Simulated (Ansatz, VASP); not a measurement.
One calculation of GeSb4Te4, two programs

Contents of INCAR:

```
SYSTEM = GeSb4Te4
  PREC = Accurate
  ENCUT = 520
  EDIFF = 1E-6
  ISMEAR = 0
  SIGMA = 0.15
  LREAL = .False.
  LASPH = .True.
  NELM = 100
  ALGO = Normal
  ISIF = 2
  LWAVE = .False.
  LCHARG = .True.
  GGA = PS
  LELF = .True.
  LVHAR = .True.
  NBANDS = 39
```

File KPOINTS:

```
regular mesh
0
Gamma
  11 11 3
  0 0 0
```

POSCAR

```
GeSb4Te4
1.0
   -4.2666098041      0.0000000000      0.0000000000
   -2.1333049021     -3.6949924784      0.0000000000
    0.0000000000      0.0000000000     17.0067078253
Ge Sb Te
1 4 4
Direct
    0.0000000000      0.0000000000      0.0000000000
    0.3333333333      0.3333333333      0.5458633004
    0.6666666667      0.6666666667      0.4541366996
    0.6666666667      0.6666666667      0.7873570019
    0.3333333333      0.3333333333      0.2126429981
    0.3333333333      0.3333333333      0.9032211210
    0.6666666667      0.6666666667      0.0967788790
    0.0000000000      0.0000000000      0.6867444036
    0.0000000000      0.0000000000      0.3132555964
```

Input for Ansatz:

```yaml
crystal:
  lattice:
    - [-4.2666098041, 0.0, 0.0]
    - [-2.1333049021, -3.6949924784, 0.0]
    - [0.0, 0.0, 17.0067078253]
  atoms:
    - { symbol: Ge, position: [0.0, 0.0, 0.0] }
    - { symbol: Sb, position: [0.3333333333, 0.3333333333, 0.5458633004] }
    - { symbol: Sb, position: [0.6666666667, 0.6666666667, 0.4541366996] }
    - { symbol: Sb, position: [0.6666666667, 0.6666666667, 0.7873570019] }
    - { symbol: Sb, position: [0.3333333333, 0.3333333333, 0.2126429981] }
    - { symbol: Te, position: [0.3333333333, 0.3333333333, 0.903221121] }
    - { symbol: Te, position: [0.6666666667, 0.6666666667, 0.096778879] }
    - { symbol: Te, position: [0.0, 0.0, 0.6867444036] }
    - { symbol: Te, position: [0.0, 0.0, 0.3132555964] }
basis:
  ecutwfc: 420
kpoints:
  mp_grid: { grid: [11, 11, 3] }
hamiltonian:
  xc: pbesol
scf:
  occupations: { method: gaussian, width: 0.15 }
output:
  forces: true
  stress: true
  eigenvalues: true
  write_density: true
  write_potential: true
  elf: true
  volumetric_format: npy
```

Alike in both runs: task single point; functional PBEsol; k mesh 11 × 11 × 3; occupations gaussian, width 0.15 eV; no spin polarisation.

|  | VASP | Ansatz |
| --- | --- | --- |
| version | VASP 6.6.1 | Ansatz 0.2.0 |
| potentials or method | VASP PAW PBE potentials, release 64 (Ge_d, Sb, Te), cutoff 520 eV | scalar-relativistic, plane waves, PAW |
| valence electrons in the cell | 58 | 138 |

Ansatz gave:

* gap on the k mesh at the Fermi level (eV): 0.03
* least direct gap on the mesh (eV): 0.03
* pressure (GPa): 0.0
* rms of the force components (eV/Å): 0.002

Question: What did VASP give for the same quantities?

Answer: gap on the k mesh at the Fermi level (eV): 0.04; least direct gap on the mesh (eV): 0.04; pressure (GPa): 0.1; rms of the force components (eV/Å): 0.021.

VASP's potentials were made for PBE, not for PBEsol. Atom by atom the forces differ by 0.022 eV/Å (rms over components). The functional is the same, so the differences come from potentials, cutoffs and numerics. VASP's potentials hold 58 valence electrons a cell and Ansatz's 138, so a difference there can come from the potentials and not from the codes.

Spin-orbit coupling is off throughout.
